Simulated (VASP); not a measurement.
A run of VASP 6.6.1:

Contents of INCAR:

```
  PREC = Accurate
  ENCUT = 840
  EDIFF = 1E-6
  ISMEAR = 0
  SIGMA = 0.1
  LREAL = F
  LASPH = T
  NELM = 120
  ALGO = Normal
  ISIF = 2
  LWAVE = F
  LCHARG = F
  GGA = CA
  NBANDS = 15
  GGA_COMPAT = F
```

File KPOINTS:

```
regular mesh
0
Gamma
  8 8 8
```

POSCAR

```
MgO
1.0
    0.0000000000      2.0816499862      2.0816499862
    2.0816499862      0.0000000000      2.0816499862
    2.0816499862      2.0816499862      0.0000000000
Mg O
1 1
Direct
    0.0000000000      0.0000000000      0.0000000000
    0.5000000000      0.5000000000      0.5000000000
```

Potentials or basis: VASP PAW LDA potentials, release 64 (Mg_sv, O).

Launch:

```bash
$ cat potpaw_LDA.64/Mg_sv/POTCAR potpaw_LDA.64/O/POTCAR > POTCAR
$ mpirun -np 1 vasp_std > vasp.out
```

Hardware: 1 thread of AMD EPYC 9R45 96-Core Processor (Zen 5), on a shared host.

Task: How long does it take, and how much memory?

Result: It took 6.9 s on 1 thread of AMD EPYC 9R45 96-Core Processor (Zen 5), on a shared host, peak memory 0.11 GiB. Counts: scf iterations 12, k points 29.
